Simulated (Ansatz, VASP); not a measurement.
## Two plane-wave programs on AgBr

```
Ag Br
1.0
     0.00000    2.88605    2.88605
     2.88605    0.00000    2.88605
     2.88605    2.88605    0.00000
Ag Br
1 1
Cartesian
  2.8861 2.8861 2.8861
  0.0000 0.0000 0.0000
```

Alike in both runs: task single point; functional LDA; k mesh 6 × 6 × 6; occupations gaussian, width 0.1 eV; no spin polarisation.

```csv
,VASP,Ansatz
version,VASP 6.6.1,Ansatz 0.2.0
potentials or method,"VASP PAW LDA potentials, release 64 (Ag, Br), cutoff 500 eV","scalar-relativistic, plane waves, PAW"
valence electrons in the cell,18,26
```

VASP gave:

```
gap on the k mesh at the Fermi level (eV) : 0.41
least direct gap on the mesh (eV)         : 2.28
pressure (GPa)                            : -4.7
```

Q: What did Ansatz give for the same quantities?

A: gap on the k mesh at the Fermi level (eV): 0.38; least direct gap on the mesh (eV): 2.25; pressure (GPa): -4.8.

LDA's correlation is that of Perdew and Zunger in VASP and of Perdew and Wang (1992) in Ansatz. VASP's potentials hold 18 valence electrons a cell and Ansatz's 26, so a difference there can come from the potentials and not from the codes.
